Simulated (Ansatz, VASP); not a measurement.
## Two plane-wave programs on Zn4SiN

File INCAR:

```
SYSTEM = Zn4SiN
ALGO = Normal ; EDIFF = 1E-6
ENCUT = 520 ; GGA = PE
ISIF = 2 ; ISMEAR = 0
LASPH = .TRUE. ; LCHARG = .FALSE.
LREAL = .FALSE. ; LWAVE = .FALSE.
NBANDS = 38 ; NELM = 60
PREC = Accurate ; SIGMA = 0.1
```

Contents of KPOINTS:

```
k-points
0
G
  4 4 4
  0 0 0
```

File POSCAR:

```
Zn4SiN
1.0
    0.0000000000      3.3556354700      3.3556354700
    3.3556354700      0.0000000000      3.3556354700
    3.3556354700      3.3556354700      0.0000000000
Zn Si N
4 1 1
Direct
    0.3748045600      0.3748045600      0.8755863300
    0.8755863300      0.3748045600      0.3748045600
    0.3748045600      0.3748045600      0.3748045600
    0.3748045600      0.8755863300      0.3748045600
    0.0000000000      0.0000000000      0.0000000000
    0.7500000000      0.7500000000      0.7500000000
```

Input for Ansatz:

```yaml
crystal:
  lattice:
    - [0.0, 3.35563547, 3.35563547]
    - [3.35563547, 0.0, 3.35563547]
    - [3.35563547, 3.35563547, 0.0]
  atoms:
    - { symbol: Zn, position: [0.37480456, 0.37480456, 0.87558633] }
    - { symbol: Zn, position: [0.87558633, 0.37480456, 0.37480456] }
    - { symbol: Zn, position: [0.37480456, 0.37480456, 0.37480456] }
    - { symbol: Zn, position: [0.37480456, 0.87558633, 0.37480456] }
    - { symbol: Si, position: [0.0, 0.0, 0.0] }
    - { symbol: "N", position: [0.75, 0.75, 0.75] }
basis:
  ecutwfc: 420
kpoints:
  mp_grid: { grid: [4, 4, 4] }
hamiltonian:
  xc: pbe
scf:
  occupations: { method: gaussian, width: 0.1 }
  lower_state_search: "off"
output:
  forces: true
  stress: true
  eigenvalues: true
```

Change from the starting cell: species swapped into the ErInCu4 type (F-43m, No. 216).

Alike in both runs: task single point; functional PBE; k mesh 4 × 4 × 4; occupations gaussian, width 0.1 eV; no spin polarisation.

```csv
,VASP,Ansatz
version,VASP 6.6.1,Ansatz 0.2.0
potentials or method,"VASP PAW PBE potentials, release 64 (Zn, Si, N), cutoff 520 eV","scalar-relativistic, plane waves, PAW"
valence electrons in the cell,57,57
```

|  | VASP | Ansatz | Ansatz less VASP |
| --- | --- | --- | --- |
| gap on the k mesh at the Fermi level (eV) | none | none | - |
| pressure (GPa) | 17.5 | 16.9 | -0.56 |
| rms of the force components (eV/Å) | 0.077 | 0.075 | -0.0024 |

Atom by atom the forces differ by 0.002 eV/Å (rms over components). A gap of «none» marks a metal or a gap that the smearing closes.

The k mesh is coarse, so the values compare programs but aren't converged.
